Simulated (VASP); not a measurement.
# GeAs5 (P-62m) in VASP: notebook

The runs below take GeAs5 through single point, relaxation of cell and atoms, with PBE.

Everything below comes from runs of VASP 6.6.1. Logs are shortened: lines on timing, memory, paths and dates and some standing lists are left out, and cuts for length are marked.

## 1. The cell of the first run

Symmetry: P-62m, No. 189, hexagonal system. Conventional cell: a = 5.141 Å, b = 5.141 Å, c = 5.325 Å, α = 90.00°, β = 90.00°, γ = 120.00°. Within 3.9 Å of Ge (site symmetry -62m) lie 12 As at 2.97 to 3.04 Å. As (site symmetry m2m) has 10 As at 2.54 to 3.24 Å and 2 Ge at 3.04 Å within 3.4 Å. Within 3.9 Å of As (site symmetry -6) lie 3 Ge at 2.97 Å and 9 As at 2.97 to 3.24 Å.

## 2. Single point, PBE

Input file INCAR:

```
SYSTEM = GeAs5
ALGO = Normal
EDIFF = 1E-6
ENCUT = 520
GGA = PE
ISIF = 2
ISMEAR = 0
LASPH = .True.
LCHARG = .True.
LELF = .True.
LREAL = .False.
LVHAR = .True.
LWAVE = .False.
NBANDS = 28
NELM = 60
PREC = Accurate
SIGMA = 0.1
```

Input file KPOINTS:

```
k-points
0
Gamma
  3 3 4
  0 0 0
```

Input file POSCAR:

```
GeAs5
1.0
    5.1406154835      0.0000000000      0.0000000000
   -2.5703077417      4.4519035998      0.0000000000
    0.0000000000      0.0000000000      5.3254028133
Ge As
1 5
Direct
    0.0000000000      0.0000000000      0.0000000000
    0.7146488199      0.0000000000      0.5000000000
    0.2853511801      0.2853511801      0.5000000000
    0.0000000000      0.7146488199      0.5000000000
    0.6666666667      0.3333333333      0.0000000000
    0.3333333333      0.6666666667      0.0000000000
```

Potentials or basis: VASP PAW PBE potentials, release 64 (Ge_d, As).

Started as:

```bash
cat potpaw_PBE.64/Ge_d/POTCAR potpaw_PBE.64/As/POTCAR > POTCAR
mpirun -np 1 vasp_std > vasp.out
```

OUTCAR:

```text
SYSTEM = GeAs5
   EDIFF = 1E-6
   ENCUT = 520
   GGA = PE
   ISIF = 2
   ISMEAR = 0
   LASPH = .True.
   LREAL = .False.
   NELM = 60
   PREC = Accurate

 ion  position               nearest neighbor table
   1  0.000  0.000  0.000-
   2  0.715  0.000  0.500-   4 2.54   3 2.54
   3  0.285  0.285  0.500-   4 2.54   2 2.54
   4  0.000  0.715  0.500-   2 2.54   3 2.54
   5  0.667  0.333  0.000-
   6  0.333  0.667  0.000-

  LATTYP: Found a hexagonal cell.
 ALAT       =     5.1406154835
 C/A-ratio  =     1.0359465380

  Lattice vectors:

 A1 = (   5.1406154835,   0.0000000000,   0.0000000000)
 A2 = (  -2.5703077417,   4.4519035998,   0.0000000000)
 A3 = (   0.0000000000,   0.0000000000,   5.3254028133)

Analysis of symmetry for initial positions (statically):
=====================================================================
 Subroutine PRICEL returns:
 Original cell was already a primitive cell.

 Routine SETGRP: Setting up the symmetry group for a
 hexagonal supercell.

 Subroutine GETGRP returns: Found 12 space group operations
 (whereof 12 operations were pure point group operations)
 out of a pool of 24 trial point group operations.

The static configuration has the point symmetry D_3h.

Analysis of symmetry for dynamics (positions and initial velocities):
=====================================================================
 Subroutine PRICEL returns:
 Original cell was already a primitive cell.

 Routine SETGRP: Setting up the symmetry group for a
 hexagonal supercell.

 Subroutine GETGRP returns: Found 12 space group operations
 (whereof 12 operations were pure point group operations)
 out of a pool of 24 trial point group operations.

The dynamic configuration has the point symmetry D_3h.

 Subroutine INISYM returns: Found 12 space group operations
 (whereof 12 operations are pure point group operations),
 and found     1 'primitive' translations

----------------------------------------------------------------------------------------

                                     Primitive cell

  volume of cell :     121.8746

  direct lattice vectors                    reciprocal lattice vectors
     5.140615484  0.000000000  0.000000000     0.194529235  0.112311506  0.000000000
    -2.570307742  4.451903600  0.000000000     0.000000000  0.224623013  0.000000000
     0.000000000  0.000000000  5.325402813     0.000000000  0.000000000  0.187779223

  length of vectors
     5.140615484  5.140615483  5.325402813     0.224623013  0.224623013  0.187779223

  position of ions in fractional coordinates (direct lattice)
     0.000000000  0.000000000  0.000000000
     0.714648820  0.000000000  0.500000000
     0.285351180  0.285351180  0.500000000
     0.000000000  0.714648820  0.500000000
     0.666666667  0.333333333  0.000000000
     0.333333333  0.666666667  0.000000000

  ion indices of the primitive-cell ions
   primitive index   ion index
                 1           1
                 2           2
                 3           3
                 4           4
                 5           5
                 6           6

----------------------------------------------------------------------------------------

 KPOINTS: k-points

Automatic generation of k-mesh.
 Grid dimensions read from file:
 generate k-points for:    3    3    4

 Generating k-lattice:

  Cartesian coordinates                     Fractional coordinates (reciprocal lattice)
     0.064843078  0.037437169  0.000000000     0.333333333  0.000000000  0.000000000
     0.000000000  0.074874338  0.000000000     0.000000000  0.333333333  0.000000000
     0.000000000  0.000000000  0.046944806     0.000000000  0.000000000  0.250000000

  Length of vectors
     0.074874338  0.074874338  0.046944806

  Shift w.r.t. Gamma in fractional coordinates (k-lattice)
     0.000000000  0.000000000  0.000000000

 Subroutine IBZKPT returns following result:
 ===========================================

 Found      9 irreducible k-points:

 Following reciprocal coordinates:
            Coordinates               Weight
  0.000000  0.000000  0.000000      1.000000
  0.333333  0.000000  0.000000      6.000000
  0.333333  0.333333  0.000000      2.000000
  0.000000  0.000000  0.250000      2.000000
  0.333333  0.000000  0.250000     12.000000
  0.333333  0.333333  0.250000      4.000000
  0.000000  0.000000  0.500000      1.000000
  0.333333  0.000000  0.500000      6.000000
  0.333333  0.333333  0.500000      2.000000
   k-points           NKPTS =      9   k-points in BZ     NKDIM =      9   number of bands    NBANDS=     28
   number of dos      NEDOS =    301   number of ions     NIONS =      6
   total plane-waves  NPLWV =  64000
   dimension x,y,z NGX =    40 NGY =   40 NGZ =   40
   dimension x,y,z NGXF=    80 NGYF=   80 NGZF=   80
   ions per type =               1   5
   NGX,Y,Z   is equivalent  to a cutoff of  12.94, 12.94, 12.49 a.u.
   NGXF,Y,Z  is equivalent  to a cutoff of  25.87, 25.87, 24.97 a.u.
 SYSTEM =  GeAs5
   PREC   = accura    normal or accurate (medium, high low for compatibility)
   ISTART =      0    job   : 0-new  1-cont  2-samecut
   ICHARG =      2    charge: 1-file 2-atom 10-const
   ISPIN  =      1    spin polarized calculation?
   LNONCOLLINEAR =      F non collinear calculations
   LSORBIT =      F    spin-orbit coupling
   LASPH  =      T    aspherical Exc in radial PAW
   ENCUT  =  520.0 eV  38.22 Ry    6.18 a.u.   9.56  9.56  9.90*2*pi/ulx,y,z
   NELM   =     60;   NELMIN=  2; NELMDL= -5     # of ELM steps
   EDIFF  = 0.1E-05   stopping-criterion for ELM
   LREAL  =      F    real-space projection
   EDIFFG = 0.1E-04   stopping-criterion for IOM
   NSW    =      0    number of steps for IOM
   IBRION =     -1    ionic relax: 0-MD 1-quasi-New 2-CG
   NFREE  =      0    steps in history (QN), initial steepest desc. (CG)
   ISIF   =      2    stress and relaxation
   ISYM   =      2    0-nonsym 1-usesym 2-fastsym
   POTIM  = 0.5000    time-step for ionic-motion
   TEBEG  =    0.0;   TEEND  =   0.0 temperature during run
   PSTRESS=    0.0 pullay stress
   NELECT =      39.0000    total number of electrons
   NUPDOWN=      -1.0000    fix difference up-down
   EMIN   =  10.00;   EMAX   =-10.00  energy-range for DOS
   EFERMI =   0.00;   METHOD = LEGACY
   ISMEAR =     0;   SIGMA  =   0.10  broadening in eV -4-tet -1-fermi 0-gaus
   EFERMI_NEDOS =   21; number of points for ismear=-14 and -15
   IALGO  =     38    algorithm
   IMIX   =      4    mixing-type and parameters
     AMIX     =   0.40;   BMIX     =  1.00
     AMIX_MAG =   1.60;   BMIX_MAG =  1.00
  volume/ion in A,a.u.               =      20.31       137.08
  Fermi-wavevector in a.u.,A,eV,Ry     =   1.119761  2.116041 17.059858  1.253864
  Thomas-Fermi vector in A             =   2.256402
   LORBIT       =      0    0 simple, 1 ext, 2 COOP (PROOUT), +10 PAW based schemes
   GGA     = PE    functional components
   LHFCALC =     F    Hartree Fock is set to
   AEXX    =    0.0000 exact exchange contribution
   IVDW    =     0    specifies the selected vdW correction
   LEPSILON=     F    determine dielectric tensor
   LRPA    =     F    only Hartree local field effects (RPA)
 non-spin polarized calculation
 Gauss-broadening in eV      SIGMA  =   0.10
  energy-cutoff  :      520.00
  volume of cell :      121.87
 maximum number of plane-waves:      3314
 NGX is ok and might be reduce to    40
   NGX = 19   NGY = 19   NGZ = 19

 number of electron      38.9999990 magnetization

 Free energy of the ion-electron system (eV)
  ---------------------------------------------------
  ext. energy  EPLUGINS =         0.00000000
  ---------------------------------------------------
  free energy    TOTEN  =       -25.62853774 eV

  energy without entropy =      -25.60759249  energy(sigma->0) =      -25.61806511

 E-fermi :   5.9306     XC(G=0): -10.5058

 val. band max:        5.7476592333   @ k =   0.0000   0.0000   0.0000
 cond. band min:       5.9503782293   @ k =   0.3333   0.0000   0.2500
 fundamental gap:      0.2027189959
 Fermi energy:         5.9305859767

 k-point     1 :       0.0000    0.0000    0.0000
  band No.  band energies     occupation
      1     -19.0788      2.00000
      2     -19.0660      2.00000
      3     -19.0660      2.00000
      4     -19.0511      2.00000
      5     -19.0511      2.00000
      6      -8.8143      2.00000
[... 20 lines left out ...]
     27      10.6923      0.00000
     28      11.3211      0.00000

 k-point     2 :       0.3333    0.0000    0.0000
  band No.  band energies     occupation
      1     -19.0784      2.00000
      2     -19.0661      2.00000
      3     -19.0660      2.00000
      4     -19.0513      2.00000
      5     -19.0506      2.00000
      6      -8.1414      2.00000
[... 20 lines left out ...]
     27      10.0899      0.00000
     28      10.6789      0.00000

 k-point     3 :       0.3333    0.3333    0.0000
  band No.  band energies     occupation
      1     -19.0782      2.00000
      2     -19.0661      2.00000
      3     -19.0661      2.00000
      4     -19.0509      2.00000
      5     -19.0509      2.00000
      6      -7.4551      2.00000
[... 20 lines left out ...]
     27      10.4642      0.00000
     28      10.8472      0.00000

 k-point     4 :       0.0000    0.0000    0.2500
  band No.  band energies     occupation
      1     -19.0783      2.00000
      2     -19.0661      2.00000
      3     -19.0661      2.00000
      4     -19.0511      2.00000
      5     -19.0511      2.00000
      6      -8.5748      2.00000
[... 113 lines left out ...]
     27      11.8328      0.00000
     28      12.1513      0.00000

 k-point     8 :       0.3333    0.0000    0.5000
  band No.  band energies     occupation
      1     -19.0774      2.00000
      2     -19.0663      2.00000
      3     -19.0662      2.00000
      4     -19.0513      2.00000
      5     -19.0506      2.00000
      6      -7.6212      2.00000
[... 20 lines left out ...]
     27       8.7735      0.00000
     28       9.6987      0.00000

 k-point     9 :       0.3333    0.3333    0.5000
  band No.  band energies     occupation
      1     -19.0772      2.00000
      2     -19.0663      2.00000
      3     -19.0663      2.00000
      4     -19.0509      2.00000
      5     -19.0509      2.00000
      6      -7.1910      2.00000
[... 20 lines left out ...]
     27       9.3851      0.00000
     28       9.9300      0.00000

------------------------ aborting loop because EDIFF is reached ----------------------------------------

  FORCE on cell =-STRESS in cart. coord.  units (eV):
  Direction    XX          YY          ZZ          XY          YZ          ZX
  --------------------------------------------------------------------------------------
  -------------------------------------------------------------------------------------
  Total       -0.0239180     -0.0239180      0.1649673     -0.0000000      0.0000000      0.0000000
  in kB       -0.3144286     -0.3144286      2.1686779     -0.0000000      0.0000000      0.0000000
  external PRESSURE =       0.5132735 kB  Pullay stress =       0.0000000 kB

 VOLUME and BASIS-vectors are now :
 -----------------------------------------------------------------------------
  energy-cutoff  :      520.00
  volume of cell :      121.87
      direct lattice vectors                 reciprocal lattice vectors
     5.140615484  0.000000000  0.000000000     0.194529235  0.112311506  0.000000000
    -2.570307742  4.451903600  0.000000000     0.000000000  0.224623013  0.000000000
     0.000000000  0.000000000  5.325402813     0.000000000  0.000000000  0.187779223

 POSITION                                       TOTAL-FORCE (eV/Angst)
 -----------------------------------------------------------------------------------
      0.00000      0.00000      0.00000         0.000000      0.000000      0.000000
      3.67373      0.00000      2.66270        -0.071656      0.000000      0.000000
      0.73344      1.27036      2.66270         0.035828      0.062056      0.000000
     -1.83687      3.18155      2.66270         0.035828     -0.062056     -0.000000
      2.57031      1.48397      0.00000         0.000000      0.000000      0.000000
     -0.00000      2.96794      0.00000         0.000000      0.000000      0.000000
 -----------------------------------------------------------------------------------
    total drift:                                0.000000      0.000000      0.000000

  FREE ENERGIE OF THE ION-ELECTRON SYSTEM (eV)
  ---------------------------------------------------
  free  energy   TOTEN  =       -25.6285377396 eV

  energy  without entropy=      -25.6075924876  energy(sigma->0) =      -25.61806511
```

It took 14 s on 1 thread of Intel Xeon 6975P-C (Granite Rapids), shared host; peak memory 0.24 GiB.

Results:

```
Free energy   : -25.6285 eV
Pressure      : 0.1 GPa
Largest force : 0.072 eV/Å
```

Forces in eV/Å, atoms in the order of the input:
```
Ge   0.000  0.000  0.000
As  -0.072  0.000  0.000
As   0.036  0.062  0.000
As   0.036 -0.062  0.000
As   0.000  0.000  0.000
As   0.000  0.000  0.000
```

Stress tensor (GPa, compression positive):
```
-0.03  0.00  0.00
 0.00 -0.03  0.00
 0.00  0.00  0.22
```

Caveat: the k points lie up to 0.47 Å⁻¹ apart.

## 3. Single point, PBE

This run uses another cell than the first one, of 30.81 Å³/atom, 1.517 times its volume.

Input file INCAR:

```
SYSTEM = GeAs5
PREC = Accurate ; ENCUT = 520
EDIFF = 1E-6 ; ISMEAR = 0
SIGMA = 0.1 ; LREAL = .False.
LASPH = .True. ; NELM = 100
ALGO = Normal ; ISIF = 2
LWAVE = .False. ; LCHARG = .False.
GGA = PE ; NBANDS = 28
```

Input file KPOINTS:

```
Automatic mesh
0
Gamma
  3 3 4
  0 0 0
```

Input file POSCAR:

```
GeAs5
1.0
    6.1006963800      0.0000000000      0.0000000000
   -3.0503481900      5.2833580400      0.0000000000
    0.0000000000      0.0000000000      5.7347039300
Ge As
1 5
Direct
    0.0000000000      0.0000000000      0.0000000000
    0.6781055900      0.0000000000      0.5000000000
    0.3218944100      0.3218944100      0.5000000000
    0.0000000000      0.6781055900      0.5000000000
    0.6666666700      0.3333333300      0.0000000000
    0.3333333300      0.6666666700      0.0000000000
```

Potentials or basis: VASP PAW PBE potentials, release 64 (Ge_d, As).

Started as:

```bash
cat potpaw_PBE.64/Ge_d/POTCAR potpaw_PBE.64/As/POTCAR > POTCAR
mpirun -np 1 vasp_std > vasp.out
```

Run time: 20 s. Hardware: 1 thread of Intel Xeon 6975P-C (Granite Rapids), shared host; peak memory 0.32 GiB.

The run converged. Its results:

```yaml
Free_energy: -20.9939 eV
Pressure: -13.1 GPa
Largest_force: 0.518 eV/Å
```

Forces in eV/Å, atoms in the order of the input:
```
Ge   0.000  0.000  0.000
As   0.518  0.000  0.000
As  -0.259 -0.449  0.000
As  -0.259  0.449  0.000
As   0.000  0.000  0.000
As   0.000  0.000  0.000
```

Stress tensor (GPa, compression positive):
```
-13.75   0.00   0.00
  0.00 -13.75   0.00
  0.00   0.00 -11.91
```

Levels at points of the mesh, in eV from the Fermi level:
| k point | band 17 | band 18 | band 19 | band 20 | band 21 | band 22 | band 23 | band 24 |
| --- | --- | --- | --- | --- | --- | --- | --- | --- |
| (0.00, 0.00, 0.00) | -1.44 | -1.40 | -0.41 | -0.41 | -0.34 | -0.34 | -0.26 | 0.28 |
| (0.00, 0.00, 0.50) | -1.97 | -1.70 | -1.70 | -0.83 | -0.68 | 1.75 | 1.75 | 1.77 |

Caveat: the k points lie up to 0.40 Å⁻¹ apart.

## 4. Single point, PBE

This run uses another cell than the first one, of 20.36 Å³/atom, 1.002 times its volume.

Input file INCAR:

```
SYSTEM = GeAs5
  PREC = Accurate
  ENCUT = 520
  EDIFF = 1E-6
  ISMEAR = 0
  SIGMA = 0.1
  LREAL = .FALSE.
  LASPH = .TRUE.
  NELM = 60
  ALGO = Normal
  ISIF = 2
  LWAVE = .FALSE.
  LCHARG = .FALSE.
  GGA = PE
  NBANDS = 28
```

Input file KPOINTS:

```
Automatic mesh
0
G
  6 6 4
  0 0 0
```

Input file POSCAR:

```
GeAs5
1.0
    5.1585141581      0.0000000000      0.0000000000
   -2.5792570790      4.4674043067      0.0000000000
    0.0000000000      0.0000000000      5.2999364194
Ge As
1 5
Direct
    0.0000000000      0.0000000000      0.0000000000
    0.7136148116      0.0000000000      0.5000000000
    0.2863851884      0.2863851884      0.5000000000
    0.0000000000      0.7136148116      0.5000000000
    0.6666666667      0.3333333333      0.0000000000
    0.3333333333      0.6666666667      0.0000000000
```

Started as:

```bash
cat potpaw_PBE.64/Ge_d/POTCAR potpaw_PBE.64/As/POTCAR > POTCAR
mpirun -np 1 vasp_std > vasp.out
```

It took 25 s on 1 thread of Intel Xeon 6975P-C (Granite Rapids), shared host; peak memory 0.26 GiB.

Results (log left out):

```yaml
Free_energy: -25.3718 eV
Pressure: 0.1 GPa
Largest_force: 0.081 eV/Å
```

Forces on the atoms (eV/Å):
```
Ge   0.000  0.000  0.000
As  -0.081  0.000  0.000
As   0.040  0.070  0.000
As   0.040 -0.070  0.000
As   0.000  0.000  0.000
As   0.000  0.000  0.000
```

Stress tensor (GPa, compression positive):
```
 0.11  0.00  0.00
 0.00  0.11  0.00
 0.00  0.00 -0.05
```

Levels at points of the mesh, in eV from the Fermi level:
```
           k point  band 17  band 18  band 19  band 20  band 21  band 22  band 23  band 24
(0.00, 0.00, 0.00)    -2.20    -1.40    -1.40    -0.87    -0.20    -0.20    -0.18     0.02
(0.50, 0.00, 0.00)    -1.72    -0.88    -0.53     0.09     0.29     1.42     2.44     2.50
(0.00, 0.00, 0.50)    -3.02    -3.02    -2.68    -1.52    -1.25     2.79     2.79     3.10
(0.50, 0.00, 0.50)    -0.65    -0.36    -0.26     0.45     0.94     1.32     1.87     1.93
```

(Part 1 of 2 ends here.)
